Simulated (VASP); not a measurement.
Input of a VASP 6.6.1 run:

Contents of INCAR:

```
SYSTEM = ZrH2
  ALGO = Normal
  EDIFF = 1E-6
  ENCUT = 520
  GGA = PS
  ISIF = 2
  ISMEAR = 1
  IVDW = 12
  LASPH = .TRUE.
  LCHARG = .TRUE.
  LELF = .TRUE.
  LREAL = .FALSE.
  LVHAR = .TRUE.
  LWAVE = .FALSE.
  NBANDS = 14
  NELM = 100
  PREC = Accurate
  SIGMA = 0.05
```

KPOINTS

```
k-points
0
G
  10 10 10
  0 0 0
```

POSCAR

```
ZrH2
1.0
    0.0000000000      2.4172341452      2.4172341452
    2.4172341452      0.0000000000      2.4172341452
    2.4172341452      2.4172341452      0.0000000000
Zr H
1 2
Direct
    0.0000000000      0.0000000000      0.0000000000
    0.7500000000      0.7500000000      0.7500000000
    0.2500000000      0.2500000000      0.2500000000
```

Potentials or basis: VASP PAW PBE potentials, release 64 (Zr_sv, H).

Launch:

```bash
$ cat potpaw_PBE.64/Zr_sv/POTCAR potpaw_PBE.64/H/POTCAR > POTCAR
$ mpirun -np 1 vasp_std > vasp.out
```

(1) What does it give for the dispersion energy per atom?

(2) Predict the pressure.

(3) Estimate the band gap on the k mesh.

Answers

(1) -0.231 eV.

(2) -9.9 GPa.

(3) zero (band 7 reaches 8.61 eV, above the bottom of band 8 at 7.83 eV).

Caveat: three body term missing; the PAW data sets were made with another functional, which shifts forces and pressure a little; pairwise dispersion overbinds metals, which lowers pressure and volume.
